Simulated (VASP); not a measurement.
# Ta12Si in VASP: single point with LDA

Aim: the single point of Ta12Si with LDA.

Everything below comes from runs of VASP 6.6.1. Logs are shortened: lines on timing, memory, paths and dates and some standing lists are left out, and cuts for length are marked.

## (1) The cell of the first run

The cell holds a slab with vacuum, 13 atoms: a = 5.634 Å, b = 5.634 Å, c = 19.944 Å, α = 90.00°, β = 90.00°, γ = 109.47°.

## (2) Single point, LDA

The input, INCAR:

```
SYSTEM = Ta12Si
ALGO     = Normal         ! electronic algorithm
DIPOL    = 0.5 0.5 0.330
EDIFF    = 1E-6           ! SCF threshold, eV
ENCUT    = 520            ! plane-wave cutoff, eV
GGA      = CA             ! functional
IDIPOL   = 3            
ISIF     = 2              ! what is computed and relaxed
ISMEAR   = 0              ! smearing method
LASPH    = .TRUE.         ! aspherical terms in the spheres
LCHARG   = .FALSE.        ! write CHGCAR
LDIPOL   = .TRUE.       
LREAL    = .FALSE.        ! projectors in reciprocal space
LWAVE    = .FALSE.        ! write WAVECAR
NBANDS   = 80             ! bands
NELM     = 60             ! most SCF steps
PREC     = Accurate       ! precision mode
SIGMA    = 0.1            ! smearing width, eV
```

The input, KPOINTS:

```
k-points
0
G
  5 5 1
  0 0 0
```

The input, POSCAR:

```
Ta12Si
1.0
    5.6341016690      0.0000000000      0.0000000000
   -1.8780338897      5.3118819947      0.0000000000
    0.0000000000      0.0000000000     19.9444203651
Ta Si
12 1
Direct
    0.2500000000      0.2500000000      0.2005573452
    0.2500000000      0.7500000000      0.2005573452
    0.7500000000      0.2500000000      0.2005573452
    0.7500000000      0.7500000000      0.2005573452
    0.0000000000      0.0000000000      0.3119800438
    0.0000000000      0.5000000000      0.3119800438
    0.5000000000      0.0000000000      0.3119800438
    0.5000000000      0.5000000000      0.3119800438
    0.2434206066      0.2301418085      0.4186693647
    0.2469173871      0.7241014683      0.4284733913
    0.7497506494      0.2475963359      0.4272765588
    0.7487178633      0.7455592837      0.4285437792
    0.2500000000      0.3333333333      0.5350640037
```

Potentials or basis: VASP PAW LDA potentials, release 64 (Ta_pv, Si).

Run with:

```console
> cat potpaw_LDA.64/Ta_pv/POTCAR potpaw_LDA.64/Si/POTCAR > POTCAR
> mpirun -np 1 vasp_std > vasp.out
```

OUTCAR:

```text
SYSTEM = Ta12Si
   EDIFF = 1E-6
   ENCUT = 520
   GGA = CA
   ISIF = 2
   ISMEAR = 0
   LASPH = .TRUE.
   LREAL = .FALSE.
   NELM = 60
   PREC = Accurate

 ion  position               nearest neighbor table
   1  0.250  0.250  0.201-   5 2.75   8 2.75   2 2.82   2 2.82   3 2.82   3 2.82   7 3.20   6 3.20
                             4 3.25   4 3.25
   2  0.250  0.750  0.201-   6 2.75   7 2.75   1 2.82   1 2.82   4 2.82   4 2.82   5 3.20   8 3.20
                             3 3.25   3 3.25
   3  0.750  0.250  0.201-   6 2.75   7 2.75   4 2.82   4 2.82   1 2.82   1 2.82   5 3.20   8 3.20
                             2 3.25   2 3.25
   4  0.750  0.750  0.201-   5 2.75   8 2.75   3 2.82   3 2.82   2 2.82   2 2.82   7 3.20   6 3.20
                             1 3.25   1 3.25
   5  0.000  0.000  0.312-   9 2.63   4 2.75   1 2.75   6 2.82   6 2.82   7 2.82   7 2.82  12 2.85
                             3 3.20   2 3.20  11 3.25   8 3.25   8 3.25  10 3.35
   6  0.000  0.500  0.312-   2 2.75   3 2.75  10 2.79   5 2.82   5 2.82   8 2.82   8 2.82  11 2.82
                             9 3.18   4 3.20   1 3.20   7 3.25   7 3.25  12 3.26
   7  0.500  0.000  0.312-   2 2.75   3 2.75  11 2.81   8 2.82   8 2.82   5 2.82   5 2.82  10 2.89
                             9 3.09   4 3.20   1 3.20   6 3.25   6 3.25  12 3.28
   8  0.500  0.500  0.312-   9 2.73   4 2.75   1 2.75   7 2.82   7 2.82   6 2.82   6 2.82  12 2.83
                            10 3.20   2 3.20   3 3.20   5 3.25   5 3.25  11 3.26
   9  0.243  0.230  0.419-  13 2.39   5 2.63   8 2.73  10 2.78  11 2.82  11 2.83  10 2.86   7 3.09
                             6 3.18  12 3.19  12 3.33
  10  0.247  0.724  0.428-   9 2.78   6 2.79  12 2.79  12 2.85   9 2.86   7 2.89  13 3.06  11 3.17
                             8 3.20  11 3.34   5 3.35
  11  0.750  0.248  0.427-  12 2.81   7 2.81   9 2.82   6 2.82   9 2.83  12 2.83  10 3.17   5 3.25
                             8 3.26  10 3.34
  12  0.749  0.746  0.429-  10 2.79  11 2.81   8 2.83  11 2.83   5 2.85  10 2.85   9 3.19   6 3.26
                             7 3.28   9 3.33
  13  0.250  0.333  0.535-   9 2.39  10 3.06

  LATTYP: Found a base centered orthorhombic cell.
 ALAT       =     6.5057002304
 B/A-ratio  =     1.4142135624
 C/A-ratio  =     3.0656838862

  Lattice vectors:

 A1 = (   5.6341016690,   0.0000000000,   0.0000000000)
 A2 = (  -1.8780338897,   5.3118819947,   0.0000000000)
 A3 = (   0.0000000000,   0.0000000000,  19.9444203651)

Analysis of symmetry for initial positions (statically):
=====================================================================
 Subroutine PRICEL returns:
 Original cell was already a primitive cell.

 Routine SETGRP: Setting up the symmetry group for a
 base centered orthorhombic supercell.

 Subroutine GETGRP returns: Found  1 space group operations
 (whereof  1 operations were pure point group operations)
 out of a pool of  8 trial point group operations.

The static configuration has the point symmetry C_1 .

Analysis of symmetry for dynamics (positions and initial velocities):
=====================================================================
 Subroutine PRICEL returns:
 Original cell was already a primitive cell.

 Routine SETGRP: Setting up the symmetry group for a
 base centered orthorhombic supercell.

 Subroutine GETGRP returns: Found  1 space group operations
 (whereof  1 operations were pure point group operations)
 out of a pool of  8 trial point group operations.

The dynamic configuration has the point symmetry C_1 .

 Subroutine INISYM returns: Found  1 space group operations
 (whereof  1 operations are pure point group operations),
 and found     1 'primitive' translations

----------------------------------------------------------------------------------------

                                     Primitive cell

  volume of cell :     596.8903

  direct lattice vectors                    reciprocal lattice vectors
     5.634101669  0.000000000  0.000000000     0.177490585  0.062752398  0.000000000
    -1.878033890  5.311881995  0.000000000     0.000000000  0.188257194  0.000000000
     0.000000000  0.000000000 19.944420365     0.000000000  0.000000000  0.050139336

  length of vectors
     5.634101669  5.634101669 19.944420365     0.188257194  0.188257194  0.050139336

  position of ions in fractional coordinates (direct lattice)
     0.250000000  0.250000000  0.200557345
     0.250000000  0.750000000  0.200557345
     0.750000000  0.250000000  0.200557345
     0.750000000  0.750000000  0.200557345
     0.000000000  0.000000000  0.311980044
     0.000000000  0.500000000  0.311980044
     0.500000000  0.000000000  0.311980044
     0.500000000  0.500000000  0.311980044
     0.243420607  0.230141809  0.418669365
     0.246917387  0.724101468  0.428473391
     0.749750649  0.247596336  0.427276559
     0.748717863  0.745559284  0.428543779
     0.250000000  0.333333333  0.535064004

  ion indices of the primitive-cell ions
   primitive index   ion index
                 1           1
                 2           2
                 3           3
                 4           4
                 5           5
                 6           6
                 7           7
                 8           8
                 9           9
                10          10
                11          11
                12          12
                13          13

----------------------------------------------------------------------------------------

 KPOINTS: k-points

Automatic generation of k-mesh.
 Grid dimensions read from file:
 generate k-points for:    5    5    1

 Generating k-lattice:

  Cartesian coordinates                     Fractional coordinates (reciprocal lattice)
     0.035498117  0.012550480  0.000000000     0.200000000  0.000000000  0.000000000
     0.000000000  0.037651439  0.000000000     0.000000000  0.200000000  0.000000000
     0.000000000  0.000000000  0.050139336     0.000000000  0.000000000  1.000000000

  Length of vectors
     0.037651439  0.037651439  0.050139336

  Shift w.r.t. Gamma in fractional coordinates (k-lattice)
     0.000000000  0.000000000  0.000000000

 Subroutine IBZKPT returns following result:
 ===========================================

 Found     13 irreducible k-points:

 Following reciprocal coordinates:
            Coordinates               Weight
  0.000000  0.000000  0.000000      1.000000
  0.200000 -0.000000  0.000000      2.000000
  0.000000  0.200000  0.000000      2.000000
  0.400000 -0.000000  0.000000      2.000000
  0.000000  0.400000  0.000000      2.000000
  0.200000  0.200000  0.000000      2.000000
  0.400000  0.200000  0.000000      2.000000
  0.200000  0.400000  0.000000      2.000000
 -0.400000  0.200000  0.000000      2.000000
  0.200000 -0.400000  0.000000      2.000000
 -0.200000  0.200000  0.000000      2.000000
  0.400000  0.400000  0.000000      2.000000
 -0.400000  0.400000  0.000000      2.000000
   k-points           NKPTS =     13   k-points in BZ     NKDIM =     13   number of bands    NBANDS=     80
   number of dos      NEDOS =    301   number of ions     NIONS =     13
   total plane-waves  NPLWV = 264600
   dimension x,y,z NGX =    42 NGY =   42 NGZ =  150
   dimension x,y,z NGXF=    84 NGYF=   84 NGZF=  300
   ions per type =              12   1
   NGX,Y,Z   is equivalent  to a cutoff of  12.39, 12.39, 12.50 a.u.
   NGXF,Y,Z  is equivalent  to a cutoff of  24.79, 24.79, 25.01 a.u.
 SYSTEM =  Ta12Si
   PREC   = accura    normal or accurate (medium, high low for compatibility)
   ISTART =      0    job   : 0-new  1-cont  2-samecut
   ICHARG =      2    charge: 1-file 2-atom 10-const
   ISPIN  =      1    spin polarized calculation?
   LNONCOLLINEAR =      F non collinear calculations
   LSORBIT =      F    spin-orbit coupling
   LASPH  =      T    aspherical Exc in radial PAW
   ENCUT  =  520.0 eV  38.22 Ry    6.18 a.u.  10.48 10.48 37.08*2*pi/ulx,y,z
   NELM   =     60;   NELMIN=  2; NELMDL= -5     # of ELM steps
   EDIFF  = 0.1E-05   stopping-criterion for ELM
   LREAL  =      F    real-space projection
   EDIFFG = 0.1E-04   stopping-criterion for IOM
   NSW    =      0    number of steps for IOM
   IBRION =     -1    ionic relax: 0-MD 1-quasi-New 2-CG
   NFREE  =      0    steps in history (QN), initial steepest desc. (CG)
   ISIF   =      2    stress and relaxation
   ISYM   =      2    0-nonsym 1-usesym 2-fastsym
   POTIM  = 0.5000    time-step for ionic-motion
   TEBEG  =    0.0;   TEEND  =   0.0 temperature during run
   PSTRESS=    0.0 pullay stress
   NELECT =     136.0000    total number of electrons
   NUPDOWN=      -1.0000    fix difference up-down
   EMIN   =  10.00;   EMAX   =-10.00  energy-range for DOS
   EFERMI =   0.00;   METHOD = LEGACY
   ISMEAR =     0;   SIGMA  =   0.10  broadening in eV -4-tet -1-fermi 0-gaus
   EFERMI_NEDOS =   21; number of points for ismear=-14 and -15
   IALGO  =     38    algorithm
   IMIX   =      4    mixing-type and parameters
     AMIX     =   0.40;   BMIX     =  1.00
     AMIX_MAG =   1.60;   BMIX_MAG =  1.00
  volume/ion in A,a.u.               =      45.91       309.85
  Fermi-wavevector in a.u.,A,eV,Ry     =   0.999899  1.889536 13.603088  0.999799
  Thomas-Fermi vector in A             =   2.132220
   LORBIT       =      0    0 simple, 1 ext, 2 COOP (PROOUT), +10 PAW based schemes
   GGA     = CA    functional components
   LHFCALC =     F    Hartree Fock is set to
   AEXX    =    0.0000 exact exchange contribution
   IVDW    =     0    specifies the selected vdW correction
   LEPSILON=     F    determine dielectric tensor
   LRPA    =     F    only Hartree local field effects (RPA)
 non-spin polarized calculation
 Gauss-broadening in eV      SIGMA  =   0.10
  energy-cutoff  :      520.00
  volume of cell :      596.89
 maximum number of plane-waves:     16108
 NGX is ok and might be reduce to    42
   NGX = 21   NGY = 21   NGZ = 75

 dipolmoment           0.000000      0.000000     -0.001279 electrons x Angstroem

 number of electron     135.9999998 magnetization

 dipolmoment           0.000000      0.000000      0.005117 electrons x Angstroem

 Free energy of the ion-electron system (eV)
  ---------------------------------------------------
  ext. energy  EPLUGINS =         0.00000000
  ---------------------------------------------------
  free energy    TOTEN  =      -149.21318965 eV

  energy without entropy =     -149.12715936  energy(sigma->0) =     -149.17017450

 E-fermi :  -0.7003     XC(G=0):  -5.9860

 val. band max:       -0.7153527438   @ k =   0.2000  -0.4000   0.0000
 cond. band min:      -0.6897868362   @ k =   0.0000   0.0000   0.0000
 fundamental gap:      0.0255659077
 Fermi energy:        -0.7003217950

 k-point     1 :       0.0000    0.0000    0.0000
  band No.  band energies     occupation
      1     -35.1521      2.00000
      2     -35.1209      2.00000
      3     -35.0734      2.00000
      4     -35.0578      2.00000
      5     -35.0187      2.00000
      6     -35.0108      2.00000
[... 72 lines left out ...]
     79       2.0845      0.00000
[... 995 lines left out ...]
     79       0.7875      0.00000
     80       0.9519      0.00000

------------------------ aborting loop because EDIFF is reached ----------------------------------------

 vacuum level on the upper side and lower side of the slab       (xc-potential included)        -0.141        -0.112

  FORCE on cell =-STRESS in cart. coord.  units (eV):
  Direction    XX          YY          ZZ          XY          YZ          ZX
  --------------------------------------------------------------------------------------
  -------------------------------------------------------------------------------------
  Total      -12.5060559    -12.7256727      0.0449647      0.3916777      2.1859248     -0.4237892
  in kB      -33.5688475    -34.1583446      0.1206945      1.0513443      5.8674755     -1.1375381
  external PRESSURE =     -22.5354992 kB  Pullay stress =       0.0000000 kB

 VOLUME and BASIS-vectors are now :
 -----------------------------------------------------------------------------
  energy-cutoff  :      520.00
  volume of cell :      596.89
      direct lattice vectors                 reciprocal lattice vectors
     5.634101669  0.000000000  0.000000000     0.177490585  0.062752398  0.000000000
    -1.878033890  5.311881995  0.000000000     0.000000000  0.188257194  0.000000000
     0.000000000  0.000000000 19.944420365     0.000000000  0.000000000  0.050139336

 POSITION                                       TOTAL-FORCE (eV/Angst)
 -----------------------------------------------------------------------------------
      0.93902      1.32797      4.00000         0.092884     -0.003948      0.005789
     -0.00000      3.98391      4.00000        -0.036001     -0.025219      0.017398
      3.75607      1.32797      4.00000        -0.063231      0.070155      0.056500
      2.81705      3.98391      4.00000         0.025782      0.024643      0.080067
      0.00000      0.00000      6.22226        -0.376272     -0.584133     -0.377545
     -0.93902      2.65594      6.22226        -0.045426     -0.081217      0.112924
      2.81705      0.00000      6.22226         0.227811     -0.227674      0.131211
      1.87803      2.65594      6.22226         0.258357      0.302628     -0.205151
      0.93924      1.22249      8.35012         0.006177     -0.001642      0.023799
      0.03127      3.84634      8.54565        -0.000871      0.008076      0.039181
      3.75918      1.31520      8.52178        -0.002258     -0.005905      0.040971
      2.81817      3.96032      8.54706        -0.000228      0.001276      0.044448
      0.78251      1.77063     10.67154        -0.086724      0.522960      0.030408
 -----------------------------------------------------------------------------------
    total drift:                               -0.000048     -0.000163      0.000970

  FREE ENERGIE OF THE ION-ELECTRON SYSTEM (eV)
  ---------------------------------------------------
  free  energy   TOTEN  =      -149.2131896508 eV

  energy  without entropy=     -149.1271593571  energy(sigma->0) =     -149.17017450

 vacuum level on the upper side and lower side of the slab         4.220         4.239
```

Wall time 26 min (1 thread of Intel Xeon Platinum 8488C (Sapphire Rapids), shared host); peak memory 0.68 GiB.

What came out:

```
Free energy            : -149.2132 eV
Largest force          : 0.791 eV/Å
Band gap on the k mesh : zero (bands 68 and 69 overlap by 0.75 eV)
```

Forces in eV/Å, atoms in the order of the input:
```
Ta   0.093 -0.004  0.006
Ta  -0.036 -0.025  0.017
Ta  -0.063  0.070  0.057
Ta   0.026  0.025  0.080
Ta  -0.376 -0.584 -0.378
Ta  -0.045 -0.081  0.113
Ta   0.228 -0.228  0.131
Ta   0.258  0.303 -0.205
Ta   0.006 -0.002  0.024
Ta  -0.001  0.008  0.039
Ta  -0.002 -0.006  0.041
Ta   0.000  0.001  0.044
Si  -0.087  0.523  0.030
```

Caveat: spin-orbit coupling is left out, which moves the levels of the heavy elements.

The gap in the log of VASP goes by the Fermi energy; the results here count the filled bands.